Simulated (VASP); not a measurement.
# B (R-3m) in VASP: electric field gradients with PBE

Aim: the electric field gradients of B with PBE.

All numbers are computed with VASP 6.6.1; they aren't measurements. Logs are shortened: lines on timing, memory, paths and dates and some standing lists are left out, and cuts for length are marked.

**1. The cell of the first run**

Symmetry: R-3m, No. 166, trigonal system. Conventional cell: a = 4.918 Å, b = 4.918 Å, c = 12.581 Å, α = 90.00°, β = 90.00°, γ = 120.00°. B (site symmetry m) has 6 B at 1.68 to 1.80 Å within 2.2 Å. Within 2.4 Å of B (site symmetry m) lie 7 B at 1.78 to 2.02 Å.

**2. Electric field gradients, PBE**

INCAR

```
PREC = Accurate
ENCUT = 520
EDIFF = 1E-8
ISMEAR = -1
SIGMA = 0.05
LREAL = False
LASPH = True
NELM = 100
ALGO = Normal
ISIF = 2
LWAVE = False
LCHARG = False
GGA = PE
LEFG = True
NBANDS = 30
```

KPOINTS

```
Automatic mesh
0
Gamma
  7 7 7
```

POSCAR

```
B
1.0
    2.4589507939      1.4196759028      4.1935000000
   -2.4589507939      1.4196759028      4.1935000000
    0.0000000000     -2.8393518055      4.1935000000
B
12
Direct
    0.0100635734      0.6543546593      0.0100635734
    0.0100635734      0.0100635734      0.6543546593
    0.6543546593      0.0100635734      0.0100635734
    0.9899364266      0.3456453407      0.9899364266
    0.3456453407      0.9899364266      0.9899364266
    0.9899364266      0.9899364266      0.3456453407
    0.2206205359      0.6312326172      0.2206205359
    0.2206205359      0.2206205359      0.6312326172
    0.6312326172      0.2206205359      0.2206205359
    0.7793794641      0.3687673828      0.7793794641
    0.3687673828      0.7793794641      0.7793794641
    0.7793794641      0.7793794641      0.3687673828
```

Potentials or basis: VASP PAW PBE potentials, release 64 (B).

The run is started by

```sh
$ cat potpaw_PBE.64/B/POTCAR > POTCAR
$ mpirun -np 1 vasp_std > vasp.out
```

OUTCAR:

```text
PREC = Accurate
   ENCUT = 520
   EDIFF = 1E-8
   ISMEAR = -1
   LREAL = False
   LASPH = True
   NELM = 100
   ISIF = 2
   GGA = PE

 ion  position               nearest neighbor table
   1  0.010  0.654  0.010-   4 1.68   2 1.75   3 1.75   7 1.80  12 1.80  11 1.80
   2  0.010  0.010  0.654-   6 1.68   3 1.75   1 1.75   8 1.80  10 1.80  11 1.80
   3  0.654  0.010  0.010-   5 1.68   2 1.75   1 1.75   9 1.80  12 1.80  10 1.80
   4  0.990  0.346  0.990-   1 1.68   6 1.75   5 1.75  10 1.80   8 1.80   9 1.80
   5  0.346  0.990  0.990-   3 1.68   6 1.75   4 1.75  11 1.80   8 1.80   7 1.80
   6  0.990  0.990  0.346-   2 1.68   4 1.75   5 1.75  12 1.80   9 1.80   7 1.80
   7  0.221  0.631  0.221-  11 1.78  12 1.78   1 1.80   5 1.80   6 1.80   8 2.02   9 2.02
   8  0.221  0.221  0.631-  10 1.78  11 1.78   2 1.80   4 1.80   5 1.80   7 2.02   9 2.02
   9  0.631  0.221  0.221-  10 1.78  12 1.78   3 1.80   4 1.80   6 1.80   8 2.02   7 2.02
  10  0.779  0.369  0.779-   9 1.78   8 1.78   4 1.80   3 1.80   2 1.80  12 2.02  11 2.02
  11  0.369  0.779  0.779-   7 1.78   8 1.78   5 1.80   1 1.80   2 1.80  12 2.02  10 2.02
  12  0.779  0.779  0.369-   7 1.78   9 1.78   6 1.80   3 1.80   1 1.80  10 2.02  11 2.02

  LATTYP: Found a trigonal (rhomboedric) cell.
 ALAT       =     5.0643223560
 COS(alpha) =     0.5284942553

  Lattice vectors:

 A1 = (   2.4589507939,   1.4196759028,   4.1935000000)
 A2 = (  -2.4589507939,   1.4196759028,   4.1935000000)
 A3 = (   0.0000000000,  -2.8393518055,   4.1935000000)

Analysis of symmetry for initial positions (statically):
=====================================================================
 Subroutine PRICEL returns:
 Original cell was already a primitive cell.

 Routine SETGRP: Setting up the symmetry group for a
 trigonal (rhombohedral) supercell.

 Subroutine GETGRP returns: Found 12 space group operations
 (whereof 12 operations were pure point group operations)
 out of a pool of 12 trial point group operations.

The static configuration has the point symmetry D_3d.

Analysis of symmetry for dynamics (positions and initial velocities):
=====================================================================
 Subroutine PRICEL returns:
 Original cell was already a primitive cell.

 Routine SETGRP: Setting up the symmetry group for a
 trigonal (rhombohedral) supercell.

 Subroutine GETGRP returns: Found 12 space group operations
 (whereof 12 operations were pure point group operations)
 out of a pool of 12 trial point group operations.

The dynamic configuration has the point symmetry D_3d.

 Subroutine INISYM returns: Found 12 space group operations
 (whereof 12 operations are pure point group operations),
 and found     1 'primitive' translations

----------------------------------------------------------------------------------------

                                     Primitive cell

  volume of cell :      87.8349

  direct lattice vectors                    reciprocal lattice vectors
     2.458950794  1.419675903  4.193500000     0.203338758  0.117397687  0.079488097
    -2.458950794  1.419675903  4.193500000    -0.203338758  0.117397687  0.079488097
     0.000000000 -2.839351806  4.193500000     0.000000000 -0.234795373  0.079488097

  length of vectors
     5.064322356  5.064322356  5.064322356     0.247885507  0.247885507  0.247885507

  position of ions in fractional coordinates (direct lattice)
     0.010063573  0.654354659  0.010063573
     0.010063573  0.010063573  0.654354659
     0.654354659  0.010063573  0.010063573
     0.989936427  0.345645341  0.989936427
     0.345645341  0.989936427  0.989936427
     0.989936427  0.989936427  0.345645341
     0.220620536  0.631232617  0.220620536
     0.220620536  0.220620536  0.631232617
     0.631232617  0.220620536  0.220620536
     0.779379464  0.368767383  0.779379464
     0.368767383  0.779379464  0.779379464
     0.779379464  0.779379464  0.368767383

  ion indices of the primitive-cell ions
   primitive index   ion index
                 1           1
                 2           2
                 3           3
                 4           4
                 5           5
                 6           6
                 7           7
                 8           8
                 9           9
                10          10
                11          11
                12          12

----------------------------------------------------------------------------------------

 KPOINTS: Automatic mesh

Automatic generation of k-mesh.
 Grid dimensions read from file:
 generate k-points for:    7    7    7

 Generating k-lattice:

  Cartesian coordinates                     Fractional coordinates (reciprocal lattice)
[... 54 lines left out ...]
   ISPIN  =      1    spin polarized calculation?
   LNONCOLLINEAR =      F non collinear calculations
   LSORBIT =      F    spin-orbit coupling
   LASPH  =      T    aspherical Exc in radial PAW
   ENCUT  =  520.0 eV  38.22 Ry    6.18 a.u.   9.42  9.42  9.42*2*pi/ulx,y,z
   NELM   =    100;   NELMIN=  2; NELMDL= -5     # of ELM steps
   EDIFF  = 0.1E-07   stopping-criterion for ELM
   LREAL  =      F    real-space projection
   EDIFFG = 0.1E-06   stopping-criterion for IOM
   NSW    =      0    number of steps for IOM
   IBRION =     -1    ionic relax: 0-MD 1-quasi-New 2-CG
   NFREE  =      0    steps in history (QN), initial steepest desc. (CG)
   ISIF   =      2    stress and relaxation
   ISYM   =      2    0-nonsym 1-usesym 2-fastsym
   POTIM  = 0.5000    time-step for ionic-motion
   TEBEG  =    0.0;   TEEND  =   0.0 temperature during run
   PSTRESS=    0.0 pullay stress
   NELECT =      36.0000    total number of electrons
   NUPDOWN=      -1.0000    fix difference up-down
   EMIN   =  10.00;   EMAX   =-10.00  energy-range for DOS
   EFERMI =   0.00;   METHOD = LEGACY
   ISMEAR =    -1;   SIGMA  =   0.05  broadening in eV -4-tet -1-fermi 0-gaus
   EFERMI_NEDOS =   21; number of points for ismear=-14 and -15
   IALGO  =     38    algorithm
   IMIX   =      4    mixing-type and parameters
     AMIX     =   0.40;   BMIX     =  1.00
     AMIX_MAG =   1.60;   BMIX_MAG =  1.00
  volume/ion in A,a.u.               =       7.32        49.39
  Fermi-wavevector in a.u.,A,eV,Ry     =   1.216055  2.298011 20.120168  1.478791
  Thomas-Fermi vector in A             =   2.351422
   LORBIT       =      0    0 simple, 1 ext, 2 COOP (PROOUT), +10 PAW based schemes
   GGA     = PE    functional components
   LHFCALC =     F    Hartree Fock is set to
   AEXX    =    0.0000 exact exchange contribution
   IVDW    =     0    specifies the selected vdW correction
   LEPSILON=     F    determine dielectric tensor
   LRPA    =     F    only Hartree local field effects (RPA)
 non-spin polarized calculation
  energy-cutoff  :      520.00
  volume of cell :       87.83
 maximum number of plane-waves:      2390
 NGX is ok and might be reduce to    40
   NGX = 19   NGY = 19   NGZ = 19

 number of electron      36.0000000 magnetization

 Free energy of the ion-electron system (eV)
  ---------------------------------------------------
  ext. energy  EPLUGINS =         0.00000000
  ---------------------------------------------------
  free energy    TOTEN  =       -80.45288999 eV

  energy without entropy =      -80.45288997  energy(sigma->0) =      -80.45288998

 E-fermi :   6.4611     XC(G=0): -11.5105

 val. band max:        5.7526598571   @ k =   0.4286   0.4286   0.4286
 cond. band min:       7.2496122063   @ k =  -0.2857   0.2857   0.2857
 fundamental gap:      1.4969523492
 Fermi energy:         6.4610701604

 k-point     1 :       0.0000    0.0000    0.0000
  band No.  band energies     occupation
      1     -10.2869      2.00000
      2      -4.5955      2.00000
      3      -4.3520      2.00000
      4      -4.3520      2.00000
      5      -3.2289      2.00000
      6      -2.6060      2.00000
[... 781 lines left out ...]
     29      14.9388      0.00000
     30      15.3564      0.00000

 [... further k-points ...]
[... 5 lines left out ...]
  --------------------------------------------------------------------------------------
  -------------------------------------------------------------------------------------
  Total       -1.1968291     -1.1968291     -1.0482620      0.0000000     -0.0000000      0.0000000
  in kB      -21.8311070    -21.8311070    -19.1211272      0.0000000     -0.0000000      0.0000000
  external PRESSURE =     -20.9277804 kB  Pullay stress =       0.0000000 kB

 VOLUME and BASIS-vectors are now :
 -----------------------------------------------------------------------------
  energy-cutoff  :      520.00
  volume of cell :       87.83
      direct lattice vectors                 reciprocal lattice vectors
     2.458950794  1.419675903  4.193500000     0.203338758  0.117397687  0.079488097
    -2.458950794  1.419675903  4.193500000    -0.203338758  0.117397687  0.079488097
     0.000000000 -2.839351806  4.193500000     0.000000000 -0.234795373  0.079488097

 POSITION                                       TOTAL-FORCE (eV/Angst)
 -----------------------------------------------------------------------------------
     -1.58428      0.91468      2.82844         0.009661     -0.005578     -0.005109
      0.00000     -1.82937      2.82844         0.000000      0.011156     -0.005109
      1.58428      0.91468      2.82844        -0.009661     -0.005578     -0.005109
      1.58428     -0.91468      9.75206        -0.009661      0.005578      0.005109
     -1.58428     -0.91468      9.75206         0.009661      0.005578      0.005109
      0.00000      1.82937      9.75206         0.000000     -0.011156      0.005109
     -1.00967      0.58294      4.49742         0.009511     -0.005491      0.003443
      0.00000     -1.16587      4.49742         0.000000      0.010982      0.003443
      1.00967      0.58294      4.49742        -0.009511     -0.005491      0.003443
      1.00967     -0.58294      8.08308        -0.009511      0.005491     -0.003443
     -1.00967     -0.58294      8.08308         0.009511      0.005491     -0.003443
      0.00000      1.16587      8.08308         0.000000     -0.010982     -0.003443
 -----------------------------------------------------------------------------------
    total drift:                               -0.000000     -0.000000      0.000000

  FREE ENERGIE OF THE ION-ELECTRON SYSTEM (eV)
  ---------------------------------------------------
  free  energy   TOTEN  =       -80.4528899892 eV

  energy  without entropy=      -80.4528899746  energy(sigma->0) =      -80.45288998

 Electric field gradients (V/A^2)
---------------------------------------------------------------------
 ion       V_xx      V_yy      V_zz      V_xy      V_xz      V_yz
---------------------------------------------------------------------
   1       1.197     7.050    -8.247     5.070     9.665    -5.580
   2       9.977    -1.730    -8.247    -0.000    -0.000    11.160
   3       1.197     7.050    -8.247    -5.070    -9.665    -5.580
   4       1.197     7.050    -8.247     5.070     9.665    -5.580
   5       1.197     7.050    -8.247    -5.070    -9.665    -5.580
   6       9.977    -1.730    -8.247    -0.000     0.000    11.160
   7       5.341     0.052    -5.393    -4.581     2.392    -1.381
   8      -2.593     7.986    -5.393    -0.000    -0.000     2.762
   9       5.341     0.052    -5.393     4.581    -2.392    -1.381
  10       5.341     0.052    -5.393    -4.581     2.392    -1.381
  11       5.341     0.052    -5.393     4.581    -2.392    -1.381
  12      -2.593     7.986    -5.393    -0.000    -0.000     2.762
---------------------------------------------------------------------

 Electric field gradients after diagonalization (V/A^2)
 (convention: |V_zz| > |V_xx| > |V_yy|)
----------------------------------------------------------------------
 ion       V_xx      V_yy      V_zz     asymmetry (V_yy - V_xx)/ V_zz
----------------------------------------------------------------------
   1       9.977     6.637   -16.615       0.201
   2       9.977     6.637   -16.615       0.201
   3       9.977     6.637   -16.615       0.201
   4       9.977     6.637   -16.615       0.201
   5       9.977     6.637   -16.615       0.201
   6       9.977     6.637   -16.615       0.201
   7      -5.940    -2.593     8.533       0.392
   8      -5.940    -2.593     8.533       0.392
   9      -5.940    -2.593     8.533       0.392
  10      -5.940    -2.593     8.533       0.392
  11      -5.940    -2.593     8.533       0.392
  12      -5.940    -2.593     8.533       0.392
----------------------------------------------------------------------

           NMR quadrupolar parameters

 Cq : quadrupolar parameter    Cq=e*Q*V_zz/h
 eta: asymmetry parameters     (V_yy - V_xx)/ V_zz
 Q  : nuclear electric quadrupole moment in mb (millibarn)
----------------------------------------------------------------------
 ion       Cq(MHz)       eta       Q (mb)
----------------------------------------------------------------------
   1      -0.040       0.201       1.000
   2      -0.040       0.201       1.000
   3      -0.040       0.201       1.000
   4      -0.040       0.201       1.000
   5      -0.040       0.201       1.000
   6      -0.040       0.201       1.000
   7       0.021       0.392       1.000
   8       0.021       0.392       1.000
   9       0.021       0.392       1.000
  10       0.021       0.392       1.000
  11       0.021       0.392       1.000
  12       0.021       0.392       1.000
----------------------------------------------------------------------
```

It took 2.2 min on 1 thread of Intel Xeon Platinum 8375C at 2.90GHz (Ice Lake), shared host; peak memory 0.26 GiB.

What came out:

| Quantity | Value |
| --- | --- |
| Free energy | -80.4529 eV |
| Pressure | -2.1 GPa |
| Largest force | 0.012 eV/Å |
| Band gap on the k mesh | 1.50 eV, indirect (least direct gap 1.91 eV) |

Forces in eV/Å, atoms in the order of the input:
```
B    0.010 -0.006 -0.005
B    0.000  0.011 -0.005
B   -0.010 -0.006 -0.005
B   -0.010  0.006  0.005
B    0.010  0.006  0.005
B    0.000 -0.011  0.005
B    0.010 -0.005  0.003
B    0.000  0.011  0.003
B   -0.010 -0.005  0.003
B   -0.010  0.005 -0.003
B    0.010  0.005 -0.003
B    0.000 -0.011 -0.003
```

Electric field gradients, principal values (V/Å²):
```
atom   least  middle  greatest (by size)
 1 B   6.637   9.977             -16.615
 2 B   6.637   9.977             -16.615
 3 B   6.637   9.977             -16.615
 4 B   6.637   9.977             -16.615
 5 B   6.637   9.977             -16.615
 6 B   6.637   9.977             -16.615
 7 B  -2.593  -5.940               8.533
 8 B  -2.593  -5.940               8.533
 9 B  -2.593  -5.940               8.533
10 B  -2.593  -5.940               8.533
11 B  -2.593  -5.940               8.533
12 B  -2.593  -5.940               8.533
```

Caveat: without QUAD_EFG the Cq values of the log hold for a quadrupole moment of 1 mb, not for the nuclei.
